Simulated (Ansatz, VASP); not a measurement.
# Ca in VASP and in Ansatz

The input INCAR:

```
PREC = Accurate
ENCUT = 520
EDIFF = 1E-7
ISMEAR = 0
SIGMA = 0.1
LREAL = F
LASPH = T
NELM = 100
ALGO = Normal
ISIF = 2
LWAVE = F
LCHARG = F
GGA = PE
NBANDS = 17
```

The input KPOINTS:

```
Automatic mesh
0
Gamma
  6 6 4
```

POSCAR

```
Ca
1.0
    4.1646681100      0.0000000000      0.0000000000
   -2.0823340500      3.6067083800      0.0000000000
    0.0000000000      0.0000000000      6.1466771700
Ca
2
Direct
    0.0000000000      0.0000000000      0.2589133300
    0.0000000000      0.0000000000      0.7410866700
```

Input for Ansatz:

```yaml
crystal:
  lattice:
    - [4.16466811, 0.0, 0.0]
    - [-2.08233405, 3.60670838, 0.0]
    - [0.0, 0.0, 6.14667717]
  atoms:
    - { symbol: Ca, position: [0.0, 0.0, 0.25891333] }
    - { symbol: Ca, position: [0.0, 0.0, 0.74108667] }
basis:
  ecutwfc: 420
kpoints:
  mp_grid: { grid: [6, 6, 4] }
hamiltonian:
  xc: pbe
scf:
  occupations: { method: gaussian, width: 0.1 }
  lower_state_search: "off"
output:
  forces: true
  stress: true
  eigenvalues: true
```

Alike in both runs: task single point; functional PBE; k mesh 6 × 6 × 4; occupations gaussian, width 0.1 eV; no spin polarisation.

|  | VASP | Ansatz |
| --- | --- | --- |
| version | VASP 6.6.1 | Ansatz 0.2.0 |
| potentials or method | VASP PAW PBE potentials, release 64 (Ca_sv), cutoff 520 eV | scalar-relativistic, plane waves, PAW |
| valence electrons in the cell | 20 | 20 |

Ansatz gave:

| Item | Value |
| --- | --- |
| gap on the k mesh at the Fermi level (eV) | none |
| pressure (GPa) | -0.2 |
| traceless stress, the component that is largest in VASP (GPa) | 9.66 |
| rms of the force components (eV/Å) | 0.270 |

**Question.** What did VASP give for the same quantities?

**Answer.** gap on the k mesh at the Fermi level (eV): none; pressure (GPa): -0.2; traceless stress, the component that is largest in VASP (GPa): 9.69; rms of the force components (eV/Å): 0.272.

Atom by atom the forces differ by 0.002 eV/Å (rms over components). A gap of «none» marks a metal or a gap that the smearing closes.
